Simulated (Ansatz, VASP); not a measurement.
# Y: VASP beside Ansatz

```
Y
1.0
     0.00000    2.66864    2.66864
     2.66864    0.00000    2.66864
     2.66864    2.66864    0.00000
Y
1
Direct
  0.00000 0.00000 0.00000
```

Alike in both runs: task single point; functional RPBE; k mesh 12 × 12 × 12; occupations fermi-dirac, width 0.1 eV; no spin polarisation.

```csv
,VASP,Ansatz
version,VASP 6.6.1,Ansatz 0.2.0
potentials or method,"VASP PAW PBE potentials, release 64 (Y_sv), cutoff 520 eV","plane waves (420 eV) with PAW, scalar-relativistic"
valence electrons in the cell,11,11
```

|  | VASP | Ansatz | Ansatz less VASP |
| --- | --- | --- | --- |
| pressure (GPa) | -3.5 | -3.4 | +0.11 |

VASP's potentials were made for PBE, not for RPBE. The functional is the same, so the differences come from potentials, cutoffs and numerics.
